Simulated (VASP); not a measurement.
# InP: single point with PBE

The system is InP.

```xyz
2
Lattice="0.0000 2.9305 2.9305 2.9305 0.0000 2.9305 2.9305 2.9305 0.0000" Properties=species:S:1:pos:R:3 pbc="T T T"
In    0.0000    0.0000    0.0000
P     4.3957    4.3957    4.3957
```

```
Program             : VASP 6.6.1
Task                : single point
Functional          : PBE
Potentials or basis : VASP PAW PBE potentials, release 64 (In_d, P)
Cutoff              : 520 eV
k mesh              : 8 × 8 × 8, shifted
Occupations         : fermi-dirac, width 0.03 eV
Spin                : no spin polarisation
```

```yaml
Pressure: 3.3 GPa
Band_gap_on_the_k_mesh: 1.24 eV, direct
```

Levels at points of the mesh, in eV from the valence-band top:
```
           k point  band 7  band 8  band 9  band 10  band 11  band 12
(0.06, 0.06, 0.06)   -0.56    0.00    0.00     1.24     4.15     4.22
```

It took 4.7 min on 1 thread of Intel(R) Xeon(R) 6975P-C (Granite Rapids) (shared host), peak memory 0.83 GiB.

Caveat: spin-orbit coupling is left out, which moves the levels of the heavy elements. As with any semilocal functional, this PBE gap is likely too small.
